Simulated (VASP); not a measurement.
Cu, 3 atoms in the cell. The cell holds a slab with vacuum, 3 atoms: a = 2.566 Å, b = 3.630 Å, c = 18.567 Å, α = 90.00°, β = 90.00°, γ = 90.00°. 

| Property | Result |
| --- | --- |
| Program | VASP 6.6.1 |
| Task | single point |
| Functional | PBE |
| Potentials or basis | VASP PAW PBE potentials, release 64 (Cu) |
| Cutoff | 520 eV |
| k mesh | 16 × 11 × 1 |
| Occupations | fermi-dirac, width 0.05 eV |
| Spin | no spin polarisation |
| Dipole correction | yes |
| Further INCAR settings | ALGO = Normal; EDIFF = 1e-06; NBANDS = 24 |

Potentials or basis: VASP PAW PBE potentials, release 64 (Cu).

The run is started by

```bash
$ cat potpaw_PBE.64/Cu/POTCAR > POTCAR
$ mpirun -np 1 vasp_std > vasp.out
```

Hardware: 1 thread of Intel(R) Xeon(R) Platinum 8488C (Sapphire Rapids) (shared host).

Task: Estimate the wall time of this run.

Result: Run time: 4.2 min on 1 thread of Intel(R) Xeon(R) Platinum 8488C (Sapphire Rapids) (shared host), peak memory 0.36 GiB. Counts: scf iterations 23, k points 54.
